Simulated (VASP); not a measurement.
**WS2: single point with PBE-based screened hybrid with 50 % exact exchange**

WS2:

```xyz
3
Lattice="3.2288 0.0000 0.0000 -1.6144 2.7962 0.0000 0.0000 0.0000 5.9936" Properties=species:S:1:pos:R:3 pbc="T T T"
W     0.0000    0.0000    0.0000
S     0.0000    1.8641    1.5385
S     1.6144    0.9321    4.4552
```

| Property | Result |
| --- | --- |
| Program | VASP 6.6.1 |
| Task | single point |
| Functional | PBE-based screened hybrid with 50 % exact exchange |
| Potentials or basis | VASP PAW PBE potentials, release 64 (W_sv, S) |
| Cutoff | 520 eV |
| k mesh | 6 × 6 × 2 |
| Occupations | fermi-dirac, width 0.02 eV |
| Spin | no spin polarisation |

```
Pressure               : -6.3 GPa
Largest force          : 0.723 eV/Å
Band gap on the k mesh : zero (bands 13 and 14 overlap by 2.12 eV)
```

Forces on the atoms (eV/Å):
```
W    0.000  0.000  0.000
S    0.000  0.000 -0.723
S    0.000  0.000  0.723
```

Stress tensor (GPa, compression positive):
```
-7.49  0.00  0.00
 0.00 -7.49  0.00
 0.00  0.00 -3.85
```

Levels at points of the mesh, in eV from the Fermi level:
```
           k point  band 9  band 10  band 11  band 12  band 13  band 14  band 15  band 16  band 17  band 18
(0.00, 0.00, 0.00)   -5.83    -2.87    -1.66    -1.10    -1.10    -1.10    -1.10     4.51     4.51     6.50
(0.50, 0.00, 0.00)   -6.83    -5.93    -5.38    -3.28    -2.67     2.40     3.22     4.74     5.54     6.35
(0.00, 0.00, 0.50)   -5.80    -5.64    -1.26    -1.26    -1.14    -1.14    -0.20     4.93     4.93     6.68
(0.50, 0.00, 0.50)   -6.84    -6.06    -3.97    -3.25    -2.96     2.40     3.27     4.77     4.97     6.13
```

It took 53 min on 1 thread of Intel Xeon 8259CL, with other jobs on the host, peak memory 0.29 GiB.

Caveat: the k points lie up to 0.52 Å⁻¹ apart, too coarse for converged energies and pressures of a metal; the PAW data sets were made with another functional, which shifts forces and pressure a little; spin-orbit coupling is left out, which moves the levels of the heavy elements.
